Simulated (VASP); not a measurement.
A run of VASP 6.6.1 is set up as follows.

Contents of POSCAR:

```
AlCo3
1.0
    3.7021585632      0.0000000000      0.0000000000
    0.0000000000      3.7021585632      0.0000000000
    0.0000000000      0.0000000000      3.7021585632
Al Co
1 3
Direct
    0.0000000000      0.0000000000      0.0000000000
    0.5000000000      0.5000000000      0.0000000000
    0.5000000000      0.0000000000      0.5000000000
    0.0000000000      0.5000000000      0.5000000000
```

Contents of INCAR.step1:

```
PREC = Accurate
ENCUT = 520
ISMEAR = 0
SIGMA = 0.1
LREAL = F
LASPH = T
NELM = 150
ISPIN = 2
MAGMOM = 0 1.78 1.78 1.78
LMAXMIX = 4
NBANDS = 27
GGA = PE
ALGO = Normal
EDIFF = 1E-4
LWAVE = T
LCHARG = F
```

Contents of INCAR.step2:

```
PREC = Accurate
ENCUT = 520
EDIFF = 1E-6
ISMEAR = 0
SIGMA = 0.1
LREAL = F
LASPH = T
NELM = 150
ALGO = Normal
ISIF = 2
LWAVE = F
LCHARG = T
ISPIN = 2
MAGMOM = 0 1.78 1.78 1.78
LORBIT = 11
LMAXMIX = 4
METAGGA = R2SCAN
LMIXTAU = T
LELF = T
LVHAR = T
NBANDS = 27
ISTART = 1
```

Contents of KPOINTS:

```
regular mesh
0
Gamma
  12 12 12
```

Potentials or basis: VASP PAW PBE potentials, release 64 (Al, Co).

Command:

```bash
$ cat potpaw_PBE.64/Al/POTCAR potpaw_PBE.64/Co/POTCAR > POTCAR
$ cp INCAR.step1 INCAR
$ mpirun -np 1 vasp_std > vasp.out
$ cp INCAR.step2 INCAR
$ mpirun -np 1 vasp_std > vasp.out
```

Q: Estimate the pressure.

A: -12.8 GPa.

Q: Predict the site moments.

A: Al -0.03; Co +1.71 μB.

Caveat: the cell stands under tension; the PAW data sets were made with another functional, which shifts forces and pressure a little.
